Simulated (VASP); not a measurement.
**C: single point with PBEsol**

C, a slab with vacuum:

```
C
1.0
     2.45617    0.00000    0.00000
    -1.22809    2.12711    0.00000
     0.00000    0.00000    8.52380
C
2
Direct
  0.33333 0.66667 0.00000
  0.66667 0.33333 0.00000
```

```
Program                : VASP 6.6.1
Task                   : single point
Functional             : PBEsol
Potentials or basis    : VASP PAW PBE potentials, release 64 (C)
Cutoff                 : 600 eV
k mesh                 : 10 × 10 × 3
Occupations            : fermi-dirac, width 0.05 eV
Spin                   : no spin polarisation
Dipole correction      : no
Further INCAR settings : ALGO = Normal; EDIFF = 1e-06; NBANDS = 11
```

* Band gap on the k mesh: 2.06 eV, direct

Levels at points of the mesh, in eV from the valence-band top:
| k point | band 1 | band 2 | band 3 | band 4 | band 5 | band 6 | band 7 | band 8 |
| --- | --- | --- | --- | --- | --- | --- | --- | --- |
| (0.00, 0.00, 0.00) | -18.54 | -6.69 | -1.96 | -1.96 | 4.14 | 6.51 | 8.05 | 9.40 |
| (0.50, 0.00, 0.00) | -13.21 | -12.28 | -5.40 | -1.35 | 2.70 | 8.50 | 12.09 | 12.22 |

Run time: 8.3 s on 1 thread of Intel(R) Xeon(R) 6975P-C (Granite Rapids), on a shared host, peak memory 0.15 GiB.
